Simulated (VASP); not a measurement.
# Rb4ErP (I4/mmm) in VASP: relaxation of cell and atoms with PBE

Aim: the relaxation of cell and atoms of Rb4ErP with PBE.

All numbers are computed with VASP 6.6.1; they aren't measurements. Logs are shortened: lines on timing, memory, paths and dates and some standing lists are left out, and cuts for length are marked.

## (1) The cell of the first run

Symmetry: I4/mmm, No. 139, tetragonal system. Conventional cell: a = 6.807 Å, b = 6.807 Å, c = 15.255 Å, α = 90.00°, β = 90.00°, γ = 90.00°. Within 5.2 Å of Rb (site symmetry -4m2) lie 6 Rb at 3.81 to 4.81 Å and 4 Er at 5.11 Å and 4 P at 5.11 Å. Rb (site symmetry mmm) has 2 Er at 3.40 Å and 2 P at 3.40 Å and 2 Rb at 3.81 Å within 4.5 Å. Within 4.5 Å of Er (site symmetry 4/mmm) lie 4 Rb at 3.40 Å. Within 4.5 Å of P (site symmetry 4/mmm) lie 4 Rb at 3.40 Å.

The cell was generated, and may not be a known phase.

## (2) Relaxation of cell and atoms, PBE

Contents of INCAR:

```
ALGO = Normal
EDIFF = 1E-7
EDIFFG = -0.01
ENCUT = 500
GGA = PE
GGA_COMPAT = F
IBRION = 2
ISIF = 3
ISMEAR = 0
LASPH = T
LCHARG = F
LMAXMIX = 6
LREAL = F
LWAVE = F
NELM = 200
NELMIN = 4
NSW = 100
PREC = Accurate
SIGMA = 0.1
```

Contents of KPOINTS:

```
k-points
0
Gamma
  8 8 8
```

Contents of POSCAR:

```
Rb4ErP
1.0
   -3.4033622539      3.4033622539      7.6275468075
    3.4033622539     -3.4033622539      7.6275468075
    3.4033622539      3.4033622539     -7.6275468075
Rb Er P
4 1 1
Direct
    0.7500000000      0.2500000000      0.5000000000
    0.2500000000      0.7500000000      0.5000000000
    0.5000000000      0.0000000000      0.5000000000
    0.0000000000      0.5000000000      0.5000000000
    0.0000000000      0.0000000000      0.0000000000
    0.5000000000      0.5000000000      0.0000000000
```

Potentials or basis: VASP PAW PBE potentials, release 64 (Rb_sv, Er_3, P), 4f in core.

The run is started by

```sh
$ cat potpaw_PBE.64/Rb_sv/POTCAR potpaw_PBE.64/Er_3/POTCAR potpaw_PBE.64/P/POTCAR > POTCAR
$ mpirun -np 1 vasp_std > vasp.out
```

OUTCAR:

```text
EDIFF = 1E-7
   EDIFFG = -0.01
   ENCUT = 500
   GGA = PE
   IBRION = 2
   ISIF = 3
   ISMEAR = 0
   LASPH = T
   LREAL = F
   NELM = 200
   NELMIN = 4
   NSW = 100
   PREC = Accurate

 ion  position               nearest neighbor table
   1  0.750  0.250  0.500-   3 3.81   4 3.81   2 4.81   2 4.81   2 4.81   2 4.81
   2  0.250  0.750  0.500-   3 3.81   4 3.81   1 4.81   1 4.81   1 4.81   1 4.81
   3  0.500  0.000  0.500-   5 3.40   6 3.40   6 3.40   5 3.40   1 3.81   2 3.81   4 4.81   4 4.81
                             4 4.81   4 4.81
   4  0.000  0.500  0.500-   5 3.40   6 3.40   5 3.40   6 3.40   1 3.81   2 3.81   3 4.81   3 4.81
                             3 4.81   3 4.81
   5  0.000  0.000  0.000-   3 3.40   4 3.40   4 3.40   3 3.40
   6  0.500  0.500  0.000-   3 3.40   4 3.40   3 3.40   4 3.40

  LATTYP: Found a body centered tetragonal cell.
 ALAT       =     6.8067245078
 C/A-ratio  =     2.2411798211

  Lattice vectors:

 A1 = (  -3.4033622539,   3.4033622539,   7.6275468075)
 A2 = (   3.4033622539,  -3.4033622539,   7.6275468075)
 A3 = (   3.4033622539,   3.4033622539,  -7.6275468075)

Analysis of symmetry for initial positions (statically):
=====================================================================
 Subroutine PRICEL returns:
 Original cell was already a primitive cell.

 Routine SETGRP: Setting up the symmetry group for a
 body centered tetragonal supercell.

 Subroutine GETGRP returns: Found 16 space group operations
 (whereof 16 operations were pure point group operations)
 out of a pool of 16 trial point group operations.

The static configuration has the point symmetry D_4h.

Analysis of symmetry for dynamics (positions and initial velocities):
=====================================================================
 Subroutine PRICEL returns:
 Original cell was already a primitive cell.

 Routine SETGRP: Setting up the symmetry group for a
 body centered tetragonal supercell.

 Subroutine GETGRP returns: Found 16 space group operations
 (whereof 16 operations were pure point group operations)
 out of a pool of 16 trial point group operations.

The dynamic configuration has the point symmetry D_4h.

 Subroutine INISYM returns: Found 16 space group operations
 (whereof 16 operations are pure point group operations),
 and found     1 'primitive' translations

----------------------------------------------------------------------------------------

                                     Primitive cell

  volume of cell :     353.3957

  direct lattice vectors                    reciprocal lattice vectors
    -3.403362254  3.403362254  7.627546807     0.000000000  0.146913541  0.065551876
     3.403362254 -3.403362254  7.627546807     0.146913541  0.000000000  0.065551876
     3.403362254  3.403362254 -7.627546807     0.146913541  0.146913541  0.000000000

  length of vectors
     9.019158473  9.019158473  9.019158473     0.160874600  0.160874600  0.207767122

  position of ions in fractional coordinates (direct lattice)
     0.750000000  0.250000000  0.500000000
     0.250000000  0.750000000  0.500000000
     0.500000000  0.000000000  0.500000000
     0.000000000  0.500000000  0.500000000
     0.000000000  0.000000000  0.000000000
     0.500000000  0.500000000  0.000000000

  ion indices of the primitive-cell ions
   primitive index   ion index
                 1           1
                 2           2
                 3           3
                 4           4
                 5           5
                 6           6

----------------------------------------------------------------------------------------

 KPOINTS: k-points

Automatic generation of k-mesh.
 Grid dimensions read from file:
 generate k-points for:    8    8    8

 Generating k-lattice:

  Cartesian coordinates                     Fractional coordinates (reciprocal lattice)
     0.000000000  0.018364193  0.008193984     0.125000000  0.000000000 -0.000000000
     0.018364193  0.000000000  0.008193984     0.000000000  0.125000000 -0.000000000
     0.018364193  0.018364193  0.000000000     0.000000000  0.000000000  0.125000000

  Length of vectors
     0.020109325  0.020109325  0.025970890

  Shift w.r.t. Gamma in fractional coordinates (k-lattice)
     0.000000000  0.000000000  0.000000000

 Subroutine IBZKPT returns following result:
 ===========================================

 Found     59 irreducible k-points:

 Following reciprocal coordinates:
            Coordinates               Weight
  0.000000  0.000000  0.000000      1.000000
  0.125000  0.000000 -0.000000      8.000000
  0.250000  0.000000 -0.000000      8.000000
  0.375000  0.000000  0.000000      8.000000
  0.500000  0.000000 -0.000000      4.000000
  0.125000  0.125000 -0.000000      8.000000
[... 16 lines left out ...]
  0.250000  0.125000  0.125000     16.000000
  0.375000  0.125000  0.125000      8.000000
 [... further k-points ...]
   k-points           NKPTS =     59   k-points in BZ     NKDIM =     59   number of bands    NBANDS=     30
   number of dos      NEDOS =    301   number of ions     NIONS =      6
   total plane-waves  NPLWV = 343000
   dimension x,y,z NGX =    70 NGY =   70 NGZ =   70
   dimension x,y,z NGXF=   140 NGYF=  140 NGZF=  140
   ions per type =               4   1   1
   NGX,Y,Z   is equivalent  to a cutoff of  12.90, 12.90, 12.90 a.u.
   NGXF,Y,Z  is equivalent  to a cutoff of  25.81, 25.81, 25.81 a.u.
 SYSTEM =  unknown system
   PREC   = accura    normal or accurate (medium, high low for compatibility)
   ISTART =      0    job   : 0-new  1-cont  2-samecut
   ICHARG =      2    charge: 1-file 2-atom 10-const
   ISPIN  =      1    spin polarized calculation?
   LNONCOLLINEAR =      F non collinear calculations
   LSORBIT =      F    spin-orbit coupling
   LASPH  =      T    aspherical Exc in radial PAW
   ENCUT  =  500.0 eV  36.75 Ry    6.06 a.u.  16.44 16.44 16.44*2*pi/ulx,y,z
   NELM   =    200;   NELMIN=  4; NELMDL= -5     # of ELM steps
   EDIFF  = 0.1E-06   stopping-criterion for ELM
   LREAL  =      F    real-space projection
   EDIFFG = -.1E-01   stopping-criterion for IOM
   NSW    =    100    number of steps for IOM
   IBRION =      2    ionic relax: 0-MD 1-quasi-New 2-CG
   NFREE  =      1    steps in history (QN), initial steepest desc. (CG)
   ISIF   =      3    stress and relaxation
   ISYM   =      2    0-nonsym 1-usesym 2-fastsym
   POTIM  = 0.5000    time-step for ionic-motion
   TEBEG  =    0.0;   TEEND  =   0.0 temperature during run
   PSTRESS=    0.0 pullay stress
   NELECT =      50.0000    total number of electrons
   NUPDOWN=      -1.0000    fix difference up-down
   EMIN   =  10.00;   EMAX   =-10.00  energy-range for DOS
   EFERMI =   0.00;   METHOD = LEGACY
   ISMEAR =     0;   SIGMA  =   0.10  broadening in eV -4-tet -1-fermi 0-gaus
   EFERMI_NEDOS =   21; number of points for ismear=-14 and -15
   IALGO  =     38    algorithm
   IMIX   =      4    mixing-type and parameters
     AMIX     =   0.40;   BMIX     =  1.00
     AMIX_MAG =   1.60;   BMIX_MAG =  1.00
  volume/ion in A,a.u.               =      58.90       397.47
  Fermi-wavevector in a.u.,A,eV,Ry     =   0.853056  1.612043  9.901031  0.727705
  Thomas-Fermi vector in A             =   1.969440
   LORBIT       =      0    0 simple, 1 ext, 2 COOP (PROOUT), +10 PAW based schemes
   GGA     = PE    functional components
   LHFCALC =     F    Hartree Fock is set to
   AEXX    =    0.0000 exact exchange contribution
   IVDW    =     0    specifies the selected vdW correction
   LEPSILON=     F    determine dielectric tensor
   LRPA    =     F    only Hartree local field effects (RPA)
 conjugate gradient relaxation of ions
 non-spin polarized calculation
 Gauss-broadening in eV      SIGMA  =   0.10
  energy-cutoff  :      500.00
  volume of cell :      353.40
 maximum number of plane-waves:      9012
 NGX is ok and might be reduce to    70
   NGX = 33   NGY = 33   NGZ = 33

--------------------------------------- Ionic step        1  -------------------------------------------

 number of electron      50.0000000 magnetization

 Free energy of the ion-electron system (eV)
  ---------------------------------------------------
  ext. energy  EPLUGINS =         0.00000000
  ---------------------------------------------------
  free energy    TOTEN  =        -8.81968829 eV

  energy without entropy =       -8.74426871  energy(sigma->0) =       -8.78197850

------------------------ aborting loop because EDIFF is reached ----------------------------------------

  FORCE on cell =-STRESS in cart. coord.  units (eV):
  Direction    XX          YY          ZZ          XY          YZ          ZX
  --------------------------------------------------------------------------------------
  -------------------------------------------------------------------------------------
  Total        0.3833971      0.3833971      0.4631117      0.0000000      0.0000000     -0.0000000
  in kB        1.7381938      1.7381938      2.0995929      0.0000000      0.0000000     -0.0000000
  external PRESSURE =       1.8586602 kB  Pullay stress =       0.0000000 kB
[... 185 lines left out ...]
  energy  without entropy=       -8.7545981162  energy(sigma->0) =       -8.79162733

--------------------------------------- Ionic step        6  -------------------------------------------

 number of electron      50.0000000 magnetization

 Free energy of the ion-electron system (eV)
  ---------------------------------------------------
  ext. energy  EPLUGINS =         0.00000000
  ---------------------------------------------------
  free energy    TOTEN  =        -8.82907484 eV

  energy without entropy =       -8.75615263  energy(sigma->0) =       -8.79261373

 E-fermi :   0.4245     XC(G=0):  -6.3733

 val. band max:        0.4242612524   @ k =   0.5000   0.5000   0.1250
 cond. band min:       0.4250272394   @ k =  -0.3750   0.5000   0.3750
 fundamental gap:      0.0007659871
 Fermi energy:         0.4245266156

 k-point     1 :       0.0000    0.0000    0.0000
  band No.  band energies     occupation
      1     -28.6108      2.00000
      2     -28.6065      2.00000
      3     -27.5405      2.00000
      4     -27.5356      2.00000
      5     -26.5844      2.00000
      6     -26.5844      2.00000
[... 781 lines left out ...]
     29       0.8657      0.00000
     30       1.2187      0.00000

 [... further k-points ...]
[... 5 lines left out ...]
  --------------------------------------------------------------------------------------
  -------------------------------------------------------------------------------------
  Total        0.0112355      0.0112355     -0.0080679      0.0000000      0.0000000     -0.0000000
  in kB        0.0487198      0.0487198     -0.0349845      0.0000000      0.0000000     -0.0000000
  external PRESSURE =       0.0208184 kB  Pullay stress =       0.0000000 kB
[... 21 lines left out ...]
  FREE ENERGIE OF THE ION-ELECTRON SYSTEM (eV)
  ---------------------------------------------------
  free  energy   TOTEN  =        -8.8290748419 eV

  energy  without entropy=       -8.7561526279  energy(sigma->0) =       -8.79261373

 reached required accuracy - stopping structural energy minimisation
```

Wall time 58 min (1 thread of Intel Xeon 6975P-C (Granite Rapids), shared host); peak memory 1.2 GiB.

Results:

| Quantity | Value |
| --- | --- |
| Free energy | -8.8291 eV |
| Relaxed volume | 61.58 Å³/atom |
| Relaxed cell | a = 9.205 Å, b = 9.205 Å, c = 9.205 Å, α = 136.14°, β = 136.14°, γ = 63.76° |
| Space group after relaxing (to 0.1 Å) | I4/mmm (No. 139) |
| Energy gained by relaxing | 1.6 meV/atom |
| Ionic steps | 6 |
| Pressure after relaxing | 0.0 GPa |
| Band gap on the k mesh | zero (bands 25 and 26 overlap by 0.25 eV) |

The path:
```
step  energy change (eV)  largest force (eV/Å)  pressure (GPa)  volume (Å³)
   1              0.0000                0.0000            0.19       353.40
   2             -0.0036                0.0000            0.14       356.90
   3             -0.0082                0.0000            0.00       367.27
   4             -0.0082                0.0000           -0.01       367.70
   5             -0.0090                0.0000            0.00       368.39
   6             -0.0094                0.0000            0.00       369.49
```

Final structure:
```yaml
crystal:
  lattice:
    - [-3.43765, 3.43765, 7.81654]
    - [3.43765, -3.43765, 7.81654]
    - [3.43765, 3.43765, -7.81654]
  atoms:
    - { symbol: Rb, position: [0.75000, 0.25000, 0.50000] }
    - { symbol: Rb, position: [0.25000, 0.75000, 0.50000] }
    - { symbol: Rb, position: [0.50000, 0.00000, 0.50000] }
    - { symbol: Rb, position: [0.00000, 0.50000, 0.50000] }
    - { symbol: Er, position: [0.00000, 0.00000, 0.00000] }
    - { symbol: P, position: [0.50000, 0.50000, 0.00000] }
```

Caveat: spin-orbit coupling is left out, which moves the levels of the heavy elements; the 4f electrons are frozen in the core, so they carry no moment and show no levels.
